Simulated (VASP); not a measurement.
Set up this calculation in VASP 6.6.1, as the native input.

```
Task                   : single point
Functional             : PBE
Potentials or basis    : VASP PAW PBE potentials, release 64 (Sn_d, Se)
Cutoff                 : 520 eV
k mesh                 : 9 × 9 × 9
Occupations            : fermi-dirac, width 0.02 eV
Spin                   : no spin polarisation
Dipole correction      : no
Further INCAR settings : ALGO = Normal; EDIFF = 1e-06; NBANDS = 17
```

The structure of SnSe lies in POSCAR:

```
SnSe
1.0
   -0.0602000000      2.9799000000      2.9799000000
    2.9799000000     -0.0602000000      2.9799000000
    2.9799000000      2.9799000000     -0.0602000000
Sn Se
1 1
Direct
    0.0000000000      0.0000000000      0.0000000000
    0.5000000000      0.5000000000      0.5000000000
```

This cell differs from its parent crystal: equal xy, yz and zx shear strains of -2 %.

The input as run:

INCAR

```
SYSTEM = SnSe
  PREC = Accurate
  ENCUT = 520
  EDIFF = 1E-6
  ISMEAR = -1
  SIGMA = 0.02
  LREAL = .FALSE.
  LASPH = .TRUE.
  NELM = 60
  ALGO = Normal
  ISIF = 2
  LWAVE = .FALSE.
  LCHARG = .FALSE.
  GGA = PE
  NBANDS = 17
```

KPOINTS

```
Automatic mesh
0
G
  9 9 9
  0 0 0
```

Potentials or basis: VASP PAW PBE potentials, release 64 (Sn_d, Se).

Command:

```console
$ cat potpaw_PBE.64/Sn_d/POTCAR potpaw_PBE.64/Se/POTCAR > POTCAR
$ mpirun -np 1 vasp_std > vasp.out
```

Results of the run:

The pressure is 1.0 GPa and the band gap on the k mesh is 0.43 eV, indirect (least direct gap 0.60 eV).

Caveat: the cell differs from its parent crystal (equal xy, yz and zx shear strains of -2 %); spin-orbit coupling is left out, which moves the levels of the heavy elements.

Run time: 48 s on 1 thread of Intel(R) Xeon(R) Platinum 8488C (Sapphire Rapids) (shared host), peak memory 0.22 GiB.
